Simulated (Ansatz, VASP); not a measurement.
# TaSi2 in VASP and in Ansatz

```
Ta Si
1.0
     4.76136    0.00000    0.00000
    -2.38068    4.12346    0.00000
     0.00000    0.00000    6.55812
Ta Si
3 6
Direct
  0.32022 0.00000 0.86947
  0.50000 0.50000 0.66667
  0.00000 0.50000 0.33333
  0.15926 0.31852 0.00000
  0.84074 0.15926 0.66667
  0.68148 0.84074 0.33333
  0.84074 0.68148 0.00000
  0.15926 0.84074 0.66667
  0.31852 0.15926 0.33333
```

Alike in both runs: task single point; functional PBEsol; k mesh 9 × 9 × 6; occupations gaussian, width 0.15 eV; no spin polarisation.

|  | VASP | Ansatz |
| --- | --- | --- |
| version | VASP 6.6.1 | Ansatz 0.2.0 |
| potentials or method | VASP PAW PBE potentials, release 64 (Ta_pv, Si), cutoff 520 eV | scalar-relativistic, plane waves, PAW |
| valence electrons in the cell | 57 | 63 |

Ansatz gave:

| Property | Result |
| --- | --- |
| gap on the k mesh at the Fermi level (eV) | none |
| rms of the force components (eV/Å) | 15.496 |

Q: What did VASP give for the same quantities?

A: gap on the k mesh at the Fermi level (eV): none; rms of the force components (eV/Å): 14.321.

VASP's potentials were made for PBE, not for PBEsol, and Ansatz warns of the same on its side. Atom by atom the forces differ by 1.193 eV/Å (rms over components). A gap of «none» marks a metal or a gap that the smearing closes. The functional is the same, so the differences come from potentials, cutoffs and numerics. VASP's potentials hold 57 valence electrons a cell and Ansatz's 63, so a difference there can come from the potentials and not from the codes.

Neither program's run includes spin-orbit coupling.
